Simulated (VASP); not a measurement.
Write the native input for VASP 6.6.1 that does the following.

| Quantity | Value |
| --- | --- |
| Task | relaxation of cell and atoms |
| Functional | LDA |
| Potentials or basis | VASP PAW LDA potentials, release 64 (Na_pv, F) |
| Cutoff | 600 eV |
| k mesh | 10 × 10 × 10 |
| Occupations | gaussian, width 0.02 eV |
| Spin | no spin polarisation |
| Dipole correction | no |
| Further INCAR settings | ALGO = Normal; EDIFF = 1e-06; IBRION = 2; EDIFFG = -0.005; NSW = 100; ISIF = 3 |

The structure of NaF (Villiaumite) lies in POSCAR:

```
NaF
1.0
    0.0000000000      2.2518000710      2.2518000710
    2.2518000710      0.0000000000      2.2518000710
    2.2518000710      2.2518000710      0.0000000000
Na F
1 1
Direct
    0.0000000000      0.0000000000      0.0000000000
    0.5000000000      0.5000000000      0.5000000000
```

The input as run:

INCAR

```
SYSTEM = NaF
PREC = Accurate ; ENCUT = 600
EDIFF = 1E-6 ; ISMEAR = 0
SIGMA = 0.02 ; LREAL = .False.
LASPH = .True. ; NELM = 100
ALGO = Normal ; ISIF = 3
LWAVE = .False. ; LCHARG = .False.
IBRION = 2 ; NSW = 100
EDIFFG = -0.005
```

KPOINTS

```
Automatic mesh
0
Gamma
  10 10 10
  0 0 0
```

Potentials or basis: VASP PAW LDA potentials, release 64 (Na_pv, F).

Run with:

```console
$ cat potpaw_LDA.64/Na_pv/POTCAR potpaw_LDA.64/F/POTCAR > POTCAR
$ mpirun -np 1 vasp_std > vasp.out
```

It gave:

```
Relaxed volume                         : 11.39 Å³/atom
Relaxed cell                           : a = 3.182 Å, b = 3.182 Å, c = 3.182 Å, α = 60.00°, β = 60.00°, γ = 60.00°
Space group after relaxing (to 0.05 Å) : Fm-3m (No. 225)
Energy gained by relaxing              : 0.0 meV/atom
Ionic steps                            : 2
Pressure after relaxing                : 0.0 GPa
Band gap on the k mesh                 : 6.45 eV, direct
```

It took 9.1 s on 1 thread of Intel(R) Xeon(R) 6975P-C (Granite Rapids), with other jobs on the host, peak memory 0.13 GiB.
